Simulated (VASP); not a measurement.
# Yb (P6_3/mmc) in VASP: further runs

The runs below take Yb through single point, with RPBE.

All numbers are computed with VASP 6.6.1; they aren't measurements. Logs are shortened: lines on timing, memory, paths and dates and some standing lists are left out, and cuts for length are marked.

## Step 1: The cell of the first run

The structure is hexagonal, space group P6_3/mmc (No. 194). Conventional cell: a = 3.937 Å, b = 3.937 Å, c = 6.480 Å, α = 90.00°, β = 90.00°, γ = 120.00°. Within 5.2 Å of Yb (site symmetry -6m2) lie 12 Yb at 3.94 to 3.96 Å.

## Step 2: Single point, RPBE (volume scaled by 1.12)

INCAR reads:

```
SYSTEM = Yb
ALGO = Normal
EDIFF = 1E-6
ENCUT = 520
GGA = RP
ISIF = 2
ISMEAR = -1
LASPH = .TRUE.
LCHARG = .FALSE.
LREAL = .FALSE.
LWAVE = .FALSE.
NBANDS = 31
NELM = 100
PREC = Accurate
SIGMA = 0.1
```

KPOINTS reads:

```
k-points
0
G
  11 11 6
  0 0 0
```

POSCAR reads:

```
Yb
1.0
    3.9369305378      0.0000000000      0.0000000000
   -1.9684652689      3.4094818587      0.0000000000
    0.0000000000      0.0000000000      6.4804894176
Yb
2
Direct
    0.3333333333      0.6666666667      0.2500000000
    0.6666666667      0.3333333333      0.7500000000
```

Potentials or basis: VASP PAW PBE potentials, release 64 (Yb).

Command:

```
$ cat potpaw_PBE.64/Yb/POTCAR > POTCAR
$ mpirun -np 1 vasp_std > vasp.out
```

OUTCAR:

```text
SYSTEM = Yb
   EDIFF = 1E-6
   ENCUT = 520
   GGA = RP
   ISIF = 2
   ISMEAR = -1
   LASPH = .TRUE.
   LREAL = .FALSE.
   NELM = 100
   PREC = Accurate

 ion  position               nearest neighbor table
   1  0.333  0.667  0.250-
   2  0.667  0.333  0.750-

  LATTYP: Found a hexagonal cell.
 ALAT       =     3.9369305378
 C/A-ratio  =     1.6460766466

  Lattice vectors:

 A1 = (   3.9369305378,   0.0000000000,   0.0000000000)
 A2 = (  -1.9684652689,   3.4094818587,   0.0000000000)
 A3 = (   0.0000000000,   0.0000000000,   6.4804894176)

Analysis of symmetry for initial positions (statically):
=====================================================================
 Subroutine PRICEL returns:
 Original cell was already a primitive cell.

 Routine SETGRP: Setting up the symmetry group for a
 hexagonal supercell.

 Subroutine GETGRP returns: Found 24 space group operations
 (whereof 12 operations were pure point group operations)
 out of a pool of 24 trial point group operations.

The static configuration has the point symmetry D_3d.
 The point group associated with its full space group is D_6h.

Analysis of symmetry for dynamics (positions and initial velocities):
=====================================================================
 Subroutine PRICEL returns:
 Original cell was already a primitive cell.

 Routine SETGRP: Setting up the symmetry group for a
 hexagonal supercell.

 Subroutine GETGRP returns: Found 24 space group operations
 (whereof 12 operations were pure point group operations)
 out of a pool of 24 trial point group operations.

The dynamic configuration has the point symmetry D_3d.
 The point group associated with its full space group is D_6h.

 Subroutine INISYM returns: Found 24 space group operations
 (whereof 12 operations are pure point group operations),
 and found     1 'primitive' translations

----------------------------------------------------------------------------------------

                                     Primitive cell

  volume of cell :      86.9869

  direct lattice vectors                    reciprocal lattice vectors
     3.936930538  0.000000000  0.000000000     0.254004990  0.146649849  0.000000000
    -1.968465269  3.409481859  0.000000000     0.000000000  0.293299698  0.000000000
     0.000000000  0.000000000  6.480489418     0.000000000  0.000000000  0.154309333

  length of vectors
     3.936930538  3.936930538  6.480489418     0.293299698  0.293299698  0.154309333

  position of ions in fractional coordinates (direct lattice)
     0.333333333  0.666666667  0.250000000
     0.666666667  0.333333333  0.750000000

  ion indices of the primitive-cell ions
   primitive index   ion index
                 1           1
                 2           2

----------------------------------------------------------------------------------------

 KPOINTS: k-points

Automatic generation of k-mesh.
 Grid dimensions read from file:
 generate k-points for:   11   11    6

 Generating k-lattice:

  Cartesian coordinates                     Fractional coordinates (reciprocal lattice)
     0.023091363  0.013331804  0.000000000     0.090909091  0.000000000  0.000000000
     0.000000000  0.026663609  0.000000000     0.000000000  0.090909091  0.000000000
     0.000000000  0.000000000  0.025718222     0.000000000  0.000000000  0.166666667

  Length of vectors
     0.026663609  0.026663609  0.025718222

  Shift w.r.t. Gamma in fractional coordinates (k-lattice)
     0.000000000  0.000000000  0.000000000

 Subroutine IBZKPT returns following result:
 ===========================================

 Found     64 irreducible k-points:

 Following reciprocal coordinates:
            Coordinates               Weight
  0.000000  0.000000  0.000000      1.000000
  0.090909 -0.000000  0.000000      6.000000
  0.181818 -0.000000  0.000000      6.000000
  0.272727  0.000000  0.000000      6.000000
  0.363636 -0.000000  0.000000      6.000000
  0.454545 -0.000000  0.000000      6.000000
[... 16 lines left out ...]
  0.090909  0.090909  0.166667     12.000000
  0.181818  0.090909  0.166667     24.000000
 [... further k-points ...]
   k-points           NKPTS =     64   k-points in BZ     NKDIM =     64   number of bands    NBANDS=     31
   number of dos      NEDOS =    301   number of ions     NIONS =      2
   total plane-waves  NPLWV =  43200
   dimension x,y,z NGX =    30 NGY =   30 NGZ =   48
   dimension x,y,z NGXF=    60 NGYF=   60 NGZF=   96
   ions per type =               2
   NGX,Y,Z   is equivalent  to a cutoff of  12.67, 12.67, 12.31 a.u.
   NGXF,Y,Z  is equivalent  to a cutoff of  25.34, 25.34, 24.63 a.u.
 SYSTEM =  Yb
   PREC   = accura    normal or accurate (medium, high low for compatibility)
   ISTART =      0    job   : 0-new  1-cont  2-samecut
   ICHARG =      2    charge: 1-file 2-atom 10-const
   ISPIN  =      1    spin polarized calculation?
   LNONCOLLINEAR =      F non collinear calculations
   LSORBIT =      F    spin-orbit coupling
   LASPH  =      T    aspherical Exc in radial PAW
   ENCUT  =  520.0 eV  38.22 Ry    6.18 a.u.   7.32  7.32 12.05*2*pi/ulx,y,z
   NELM   =    100;   NELMIN=  2; NELMDL= -5     # of ELM steps
   EDIFF  = 0.1E-05   stopping-criterion for ELM
   LREAL  =      F    real-space projection
   EDIFFG = 0.1E-04   stopping-criterion for IOM
   NSW    =      0    number of steps for IOM
   IBRION =     -1    ionic relax: 0-MD 1-quasi-New 2-CG
   NFREE  =      0    steps in history (QN), initial steepest desc. (CG)
   ISIF   =      2    stress and relaxation
   ISYM   =      2    0-nonsym 1-usesym 2-fastsym
   POTIM  = 0.5000    time-step for ionic-motion
   TEBEG  =    0.0;   TEEND  =   0.0 temperature during run
   PSTRESS=    0.0 pullay stress
   NELECT =      48.0000    total number of electrons
   NUPDOWN=      -1.0000    fix difference up-down
   EMIN   =  10.00;   EMAX   =-10.00  energy-range for DOS
   EFERMI =   0.00;   METHOD = LEGACY
   ISMEAR =    -1;   SIGMA  =   0.10  broadening in eV -4-tet -1-fermi 0-gaus
   EFERMI_NEDOS =   21; number of points for ismear=-14 and -15
   IALGO  =     38    algorithm
   IMIX   =      4    mixing-type and parameters
     AMIX     =   0.40;   BMIX     =  1.00
     AMIX_MAG =   1.60;   BMIX_MAG =  1.00
  volume/ion in A,a.u.               =      43.49       293.51
  Fermi-wavevector in a.u.,A,eV,Ry     =   1.342777  2.537481 24.531990  1.803050
  Thomas-Fermi vector in A             =   2.470904
   LORBIT       =      0    0 simple, 1 ext, 2 COOP (PROOUT), +10 PAW based schemes
   GGA     = RP    functional components
   LHFCALC =     F    Hartree Fock is set to
   AEXX    =    0.0000 exact exchange contribution
   IVDW    =     0    specifies the selected vdW correction
   LEPSILON=     F    determine dielectric tensor
   LRPA    =     F    only Hartree local field effects (RPA)
 non-spin polarized calculation
  energy-cutoff  :      520.00
  volume of cell :       86.99
 maximum number of plane-waves:      2370
 NGX is ok and might be reduce to    30
   NGX = 15   NGY = 15   NGZ = 25

 number of electron      48.0000029 magnetization

 Free energy of the ion-electron system (eV)
  ---------------------------------------------------
  ext. energy  EPLUGINS =         0.00000000
  ---------------------------------------------------
  free energy    TOTEN  =        -6.59597630 eV

  energy without entropy =       -6.39500916  energy(sigma->0) =       -6.49549273

 E-fermi :   1.1460     XC(G=0):  -8.5097

 val. band max:        1.1232162331   @ k =   0.3636   0.2727   0.0000
 cond. band min:       1.1854946385   @ k =   0.4545  -0.0000   0.0000
 fundamental gap:      0.0622784054
 Fermi energy:         1.1459708390

 k-point     1 :       0.0000    0.0000    0.0000
  band No.  band energies     occupation
      1     -50.8853      2.00000
      2     -50.8793      2.00000
      3     -23.3045      2.00000
      4     -23.1657      2.00000
      5     -23.1657      2.00000
      6     -23.1427      2.00000
[... 23 lines left out ...]
     30       4.2879      0.00000
     31       4.9417      0.00000

 k-point     2 :       0.0909   -0.0000    0.0000
  band No.  band energies     occupation
      1     -50.8849      2.00000
      2     -50.8790      2.00000
      3     -23.3001      2.00000
      4     -23.1762      2.00000
      5     -23.1690      2.00000
      6     -23.1535      2.00000
[... 23 lines left out ...]
     30       4.4261      0.00000
     31       4.6936      0.00000

 k-point     3 :       0.1818   -0.0000    0.0000
  band No.  band energies     occupation
      1     -50.8836      2.00000
      2     -50.8784      2.00000
      3     -23.2877      2.00000
      4     -23.2045      2.00000
      5     -23.1824      2.00000
      6     -23.1777      2.00000
[... 23 lines left out ...]
     30       4.3949      0.00000
     31       4.4542      0.00000

 k-point     4 :       0.2727    0.0000    0.0000
  band No.  band energies     occupation
      1     -50.8819      2.00000
      2     -50.8777      2.00000
      3     -23.2697      2.00000
      4     -23.2416      2.00000
      5     -23.2193      2.00000
      6     -23.1888      2.00000
[... 23 lines left out ...]
     30       4.8497      0.00000
     31       4.9517      0.00000

 k-point     5 :       0.3636   -0.0000    0.0000
  band No.  band energies     occupation
      1     -50.8802      2.00000
      2     -50.8771      2.00000
      3     -23.2759      2.00000
      4     -23.2525      2.00000
      5     -23.2496      2.00000
      6     -23.1987      2.00000
[... 23 lines left out ...]
     30       5.3628      0.00000
     31       5.7597      0.00000
[... 542 lines left out ...]
     30       5.3198      0.00000
     31       5.5956      0.00000

 k-point    22 :       0.4545   -0.0000    0.1667
  band No.  band energies     occupation
      1     -50.8790      2.00000
      2     -50.8771      2.00000
      3     -23.3013      2.00000
      4     -23.2785      2.00000
      5     -23.2232      2.00000
      6     -23.2020      2.00000
[... 23 lines left out ...]
     30       5.7923      0.00000
     31       6.1050      0.00000

 k-point    23 :       0.0909    0.0909    0.1667
  band No.  band energies     occupation
      1     -50.8836      2.00000
      2     -50.8790      2.00000
      3     -23.2833      2.00000
      4     -23.1910      2.00000
      5     -23.1830      2.00000
      6     -23.1705      2.00000
[... 23 lines left out ...]
     30       4.4459      0.00000
     31       4.8245      0.00000

 k-point    24 :       0.1818    0.0909    0.1667
  band No.  band energies     occupation
      1     -50.8822      2.00000
      2     -50.8783      2.00000
      3     -23.2728      2.00000
      4     -23.2191      2.00000
      5     -23.2125      2.00000
      6     -23.1827      2.00000
[... 23 lines left out ...]
     30       4.6319      0.00000
     31       4.9190      0.00000

 [... further k-points ...]

------------------------ aborting loop because EDIFF is reached ----------------------------------------

  FORCE on cell =-STRESS in cart. coord.  units (eV):
  Direction    XX          YY          ZZ          XY          YZ          ZX
  --------------------------------------------------------------------------------------
  -------------------------------------------------------------------------------------
  Total       -0.9822049     -0.9822049     -1.0042210     -0.0000000     -0.0000000      0.0000000
  in kB      -18.0908403    -18.0908403    -18.4963454     -0.0000000     -0.0000000      0.0000000
  external PRESSURE =     -18.2260087 kB  Pullay stress =       0.0000000 kB

 VOLUME and BASIS-vectors are now :
 -----------------------------------------------------------------------------
  energy-cutoff  :      520.00
  volume of cell :       86.99
      direct lattice vectors                 reciprocal lattice vectors
     3.936930538  0.000000000  0.000000000     0.254004990  0.146649849  0.000000000
    -1.968465269  3.409481859  0.000000000     0.000000000  0.293299698  0.000000000
     0.000000000  0.000000000  6.480489418     0.000000000  0.000000000  0.154309333

 POSITION                                       TOTAL-FORCE (eV/Angst)
 -----------------------------------------------------------------------------------
     -0.00000      2.27299      1.62012         0.000000     -0.000000      0.000000
      1.96847      1.13649      4.86037        -0.000000      0.000000      0.000000
 -----------------------------------------------------------------------------------
    total drift:                               -0.000001      0.000000     -0.000000

  FREE ENERGIE OF THE ION-ELECTRON SYSTEM (eV)
  ---------------------------------------------------
  free  energy   TOTEN  =        -6.5959762975 eV

  energy  without entropy=       -6.3950091643  energy(sigma->0) =       -6.49549273
```

Run time: 6.5 min. Hardware: 1 thread of Oxide Virtual Turin-like, shared host; peak memory 0.27 GiB.

Results:

| Quantity | Value |
| --- | --- |
| Free energy | -6.5960 eV |
| Pressure | -1.8 GPa |
| Band gap on the k mesh | zero (band 24 reaches 1.23 eV, above the bottom of band 25 at 1.06 eV) |

Caveat: the cell differs from its parent crystal (volume scaled by 1.12); the PAW data sets were made with another functional, which shifts forces and pressure a little; spin-orbit coupling is left out, which moves the levels of the heavy elements.

## Step 3: Single point, RPBE

This run uses another cell than the first one, of 38.83 Å³/atom, 0.893 times its volume.

INCAR reads:

```
PREC = Accurate ; ENCUT = 520
EDIFF = 1E-6 ; ISMEAR = -1
SIGMA = 0.1 ; LREAL = F
LASPH = T ; NELM = 60
ALGO = Normal ; ISIF = 2
LWAVE = F ; LCHARG = T
GGA = RP ; LELF = T
LVHAR = T ; NBANDS = 31
```

KPOINTS reads:

```
Automatic mesh
0
Gamma
  16 16 9
```

POSCAR reads:

```
Yb
1.0
    3.7909821952      0.0000000000      0.0000000000
   -1.8954910976      3.2830868864      0.0000000000
    0.0000000000      0.0000000000      6.2402472593
Yb
2
Direct
    0.3333333333      0.6666666667      0.2500000000
    0.6666666667      0.3333333333      0.7500000000
```

Potentials or basis: VASP PAW PBE potentials, release 64 (Yb).

Command:

```
$ cat potpaw_PBE.64/Yb/POTCAR > POTCAR
$ mpirun -np 1 vasp_std > vasp.out
```

It took 11 min on 1 thread of Oxide Virtual Turin-like, shared host; peak memory 0.4 GiB.

It converged, with:

- Free energy: -6.6517 eV
- Pressure: 0.3 GPa
- Band gap on the k mesh: zero (band 24 reaches 1.58 eV, above the bottom of band 25 at 1.32 eV)

Stress tensor (GPa, compression positive):
```
0.33 0.00 0.00
0.00 0.33 0.00
0.00 0.00 0.25
```

Levels at points of the mesh, in eV from the Fermi level:
| k point | band 22 | band 23 | band 24 | band 25 | band 26 | band 27 |
| --- | --- | --- | --- | --- | --- | --- |
| (0.00, 0.00, 0.00) | -0.46 | -0.44 | -0.44 | 0.12 | 2.73 | 2.78 |
| (0.50, 0.00, 0.00) | -0.45 | -0.44 | -0.43 | -0.06 | 0.19 | 1.60 |

Caveat: the PAW data sets were made with another functional, which shifts forces and pressure a little; spin-orbit coupling is left out, which moves the levels of the heavy elements.
